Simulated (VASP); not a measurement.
Set up this calculation in VASP 6.6.1, as the native input.

| Item | Value |
| --- | --- |
| Task | single point |
| Functional | LDA |
| Potentials or basis | VASP PAW LDA potentials, release 64 (Mg, S) |
| Cutoff | 520 eV |
| k mesh | 12 × 12 × 6 |
| Occupations | gaussian, width 0.01 eV |
| Spin | no spin polarisation |
| Dipole correction | no |
| Further INCAR settings | ALGO = Normal; EDIFF = 1e-06; NBANDS = 16 |

The structure of MgS lies in POSCAR:

```
MgS
1.0
    4.2955415433      0.0000000000      0.0000000000
   -2.1477707716      3.7200480996      0.0000000000
    0.0000000000      0.0000000000      5.2850911870
Mg S
2 2
Direct
    0.3333333333      0.6666666667      0.2500000000
    0.6666666667      0.3333333333      0.7500000000
    0.6666666667      0.3333333333      0.2500000000
    0.3333333333      0.6666666667      0.7500000000
```

One way to write it, as run:

INCAR

```
  ALGO = Normal
  EDIFF = 1E-6
  ENCUT = 520
  ISIF = 2
  ISMEAR = 0
  LASPH = T
  LCHARG = T
  LELF = T
  LREAL = F
  LVHAR = T
  LWAVE = F
  NBANDS = 16
  NELM = 80
  PREC = Accurate
  SIGMA = 0.01
```

KPOINTS

```
k-points
0
Gamma
  12 12 6
```

Potentials or basis: VASP PAW LDA potentials, release 64 (Mg, S).

Command:

```console
$ cat potpaw_LDA.64/Mg/POTCAR potpaw_LDA.64/S/POTCAR > POTCAR
$ mpirun -np 1 vasp_std > vasp.out
```

It gave:

```yaml
Pressure: -2.7 GPa
Band_gap_on_the_k_mesh: 2.73 eV, direct
```

Wall time 35 s on 1 thread of Intel(R) Xeon(R) 6975P-C (Granite Rapids), with other jobs on the host, peak memory 0.22 GiB.
